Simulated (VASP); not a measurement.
Input of a VASP 6.6.1 run:

File INCAR:

```
SYSTEM = Al5GaN6
ALGO     = Normal         ! electronic algorithm
EDIFF    = 1E-6           ! SCF threshold, eV
ENCUT    = 520            ! plane-wave cutoff, eV
GGA      = PS             ! functional
ISIF     = 2              ! what is computed and relaxed
ISMEAR   = -1             ! smearing method
LASPH    = .TRUE.         ! aspherical terms in the spheres
LCHARG   = .TRUE.         ! write CHGCAR
LELF     = .TRUE.         ! ELF
LREAL    = .FALSE.        ! projectors in reciprocal space
LVHAR    = .TRUE.       
LWAVE    = .FALSE.        ! write WAVECAR
NBANDS   = 41             ! bands
NELM     = 80             ! most SCF steps
PREC     = Accurate       ! precision mode
SIGMA    = 0.05           ! smearing width, eV
```

The input KPOINTS:

```
k-points
0
G
  4 4 1
  0 0 0
```

The input POSCAR:

```
Al5GaN6
1.0
    2.1888610000     -2.1888610000      0.0000000000
    0.0000000000      2.1888610000     -2.1888610000
    8.8256770000      8.8256770000      8.8256770000
Ga Al N
1 5 6
Direct
    0.9814790000      0.9746050000      0.9967050000
    0.0097610000      0.0178300000      0.5045700000
    0.3105750000      0.6548680000      0.1734350000
    0.3457630000      0.6667850000      0.6662250000
    0.6564270000      0.3269790000      0.3365670000
    0.6642280000      0.3275290000      0.8329380000
    0.9917740000      0.0048670000      0.1302480000
    0.0081750000      0.9961120000      0.6311610000
    0.3185850000      0.6529300000      0.2947720000
    0.3460030000      0.6662930000      0.7949230000
    0.6463780000      0.3444800000      0.4571440000
    0.6395070000      0.3391050000      0.9559190000
```

Potentials or basis: VASP PAW PBE potentials, release 64 (Ga_d, Al, N).

Launch:

```bash
$ cat potpaw_PBE.64/Ga_d/POTCAR potpaw_PBE.64/Al/POTCAR potpaw_PBE.64/N/POTCAR > POTCAR
$ mpirun -np 1 vasp_std > vasp.out
```

**Question.** What does it give for the pressure?

**Answer.** 2.3 GPa.

**Question.** What does it give for the largest force?

**Answer.** 2.683 eV/Å.

Forces on the atoms (eV/Å):
```
Ga   1.217  2.391  0.032
Al  -1.375 -0.117 -0.204
Al  -0.470 -0.830 -1.382
Al   0.943  1.131  1.228
Al  -0.675 -0.550 -0.382
Al   0.543 -0.053  0.002
N   -0.527 -0.235  0.479
N   -0.732 -0.799 -1.092
N    0.600  0.633  0.277
N   -1.219 -0.364 -0.610
N    2.014  0.555  0.982
N   -0.318 -1.760  0.671
```

Caveat: the k points lie up to 0.59 Å⁻¹ apart; the PAW data sets were made with another functional, which shifts forces and pressure a little.
